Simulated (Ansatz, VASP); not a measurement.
## Rb3Pt: VASP beside Ansatz

```
Rb Pt
1.0
     5.49879    0.00000    0.00000
     0.00000    5.49879    0.00000
     0.00000    0.00000    5.49879
Rb Pt
3 1
Direct
  0.00000 0.00000 0.50000
  0.00000 0.50000 0.00000
  0.50000 0.00000 0.00000
  0.50000 0.50000 0.50000
```

Alike in both runs: task single point; functional PBEsol; k mesh 4 × 4 × 4; occupations gaussian, width 0.1 eV; no spin polarisation.

|  | VASP | Ansatz |
| --- | --- | --- |
| version | VASP 6.6.1 | Ansatz 0.2.0 |
| potentials or method | VASP PAW PBE potentials, release 64 (Rb_sv, Pt), cutoff 500 eV | scalar-relativistic, plane waves, PAW |
| valence electrons in the cell | 37 | 45 |

```tsv
	VASP	Ansatz	Ansatz less VASP
gap on the k mesh at the Fermi level (eV)	none	none	-
pressure (GPa)	-1.1	-1.1	-0.03
```

VASP's potentials were made for PBE, not for PBEsol. A gap of «none» marks a metal or a gap that the smearing closes. With one functional, cell and mesh, what is left measures potentials, basis and numerics. VASP's potentials hold 37 valence electrons a cell and Ansatz's 45, so a difference there can come from the potentials and not from the codes. Ansatz's warnings: force scf threshold loose, stress scf threshold loose.

Spin-orbit coupling is off throughout.
